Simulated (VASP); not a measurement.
Write the native input for VASP 6.6.1 that does the following.

```yaml
Task: single point
Functional: PBEsol
Potentials_or_basis: VASP PAW PBE potentials, release 64 (Ta_pv)
Cutoff: 520 eV
k_mesh: 11 × 11 × 11
Occupations: fermi-dirac, width 0.05 eV
Spin: no spin polarisation
Dipole_correction: no
Further_INCAR_settings: ALGO = Normal; EDIFF = 1e-06; NBANDS = 12
```

The structure of Ta lies in POSCAR:

```
Ta
1.0
   -1.6274599907      1.6274599907      1.6274599907
    1.6274599907     -1.6274599907      1.6274599907
    1.6274599907      1.6274599907     -1.6274599907
Ta
1
Direct
    0.0000000000      0.0000000000      0.0000000000
```

These files were run (other wordings do the same):

INCAR

```
PREC     = Accurate       # precision mode
ENCUT    = 520            # plane-wave cutoff, eV
EDIFF    = 1E-6           # SCF threshold, eV
ISMEAR   = -1             # smearing method
SIGMA    = 0.05           # smearing width, eV
LREAL    = False          # projectors in reciprocal space
LASPH    = True           # aspherical terms in the spheres
NELM     = 100            # most SCF steps
ALGO     = Normal         # electronic algorithm
ISIF     = 2              # what is computed and relaxed
LWAVE    = False          # write WAVECAR
LCHARG   = False          # write CHGCAR
GGA      = PS             # functional
NBANDS   = 12             # bands
```

KPOINTS

```
regular mesh
0
Gamma
  11 11 11
```

Potentials or basis: VASP PAW PBE potentials, release 64 (Ta_pv).

Launch:

```console
$ cat potpaw_PBE.64/Ta_pv/POTCAR > POTCAR
$ mpirun -np 1 vasp_std > vasp.out
```

It gave:

The pressure is 5.2 GPa.

Caveat: the PAW data sets were made with another functional, which shifts forces and pressure a little.

Run time: 26 s on 1 thread of AMD EPYC 7R13 (shared host), peak memory 0.11 GiB.
